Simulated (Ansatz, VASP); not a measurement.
# Two plane-wave programs on SiW12

```
W Si
1.0
     5.66442    0.00000    0.00000
     0.00000    5.66442    0.00000
     0.00000    0.00000   21.15007
W Si
12 1
Cartesian
  1.4161 1.4161 4.0000
  1.4161 4.2483 4.0000
  4.2483 1.4161 4.0000
  4.2483 4.2483 4.0000
  0.0000 0.0000 6.0253
  0.0000 2.8322 6.0253
  2.8322 0.0000 6.0253
  2.8322 2.8322 6.0253
  1.4161 1.4161 8.0501
  1.4161 4.2483 8.0501
  4.2483 1.4161 8.0501
  4.2483 4.2483 8.0501
  1.4161 2.3602 10.2501
```

Alike in both runs: task single point; functional PBE; dispersion D3(BJ); k mesh 5 × 5 × 1; occupations gaussian, width 0.1 eV; no spin polarisation.

|  | VASP | Ansatz |
| --- | --- | --- |
| version | VASP 6.6.1 | Ansatz 0.2.0 |
| potentials or method | VASP PAW PBE potentials, release 64 (W_sv, Si), cutoff 520 eV | scalar-relativistic, plane waves, PAW |
| valence electrons in the cell | 172 | 172 |

VASP gave:

- gap on the k mesh at the Fermi level (eV): none
- rms of the force components (eV/Å): 0.293

Q: What did Ansatz give for the same quantities?

A: gap on the k mesh at the Fermi level (eV): none; rms of the force components (eV/Å): 0.289.

Atom by atom the forces differ by 0.015 eV/Å (rms over components). A gap of «none» marks a metal or a gap that the smearing closes.

Neither program's run includes spin-orbit coupling.
